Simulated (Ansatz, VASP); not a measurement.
**Two plane-wave programs on CoO**

```
Co O
1.0
     3.19765    0.00000    0.00000
    -1.59882    2.76924    0.00000
     0.00000    0.00000    5.22871
Co O
2 2
Direct
  0.33333 0.66667 0.50336
  0.00000 0.00000 0.00347
  0.33333 0.66667 0.87156
  0.00000 0.00000 0.37161
```

Alike in both runs: task single point; functional PBEsol; k mesh 8 × 8 × 5; occupations fermi-dirac, width 0.05 eV; collinear spin; fixed moment 4 μB.

|  | VASP | Ansatz |
| --- | --- | --- |
| version | VASP 6.6.1 | Ansatz 0.2.0 |
| potentials or method | VASP PAW PBE potentials, release 64 (Co, O) | Ansatz PAW |
| plane-wave cutoff (eV) | 520 | 420 |
| valence electrons in the cell | 30 | 46 |

Ansatz gave:

- pressure (GPa): -15.3
- traceless stress, the component that is largest in VASP (GPa): 4.36
- rms of the force components (eV/Å): 0.134
- net moment per atom (μB): 1.00
- size of the moment on the site where the two differ most (μB): 1.66

Task: Estimate VASP's values.

Result: Pressure (GPa): -15.3; traceless stress, the component that is largest in VASP (GPa): 4.27; rms of the force components (eV/Å): 0.137; net moment per atom (μB): 1.00; size of the moment on the site where the two differ most (μB): 1.78.

VASP's potentials were made for PBE, not for PBEsol. Site moments also hang on the region over which each program counts them. Atom by atom the forces differ by 0.002 eV/Å (rms over components). VASP's potentials hold 30 valence electrons a cell and Ansatz's 46, so a difference there can come from the potentials and not from the codes.
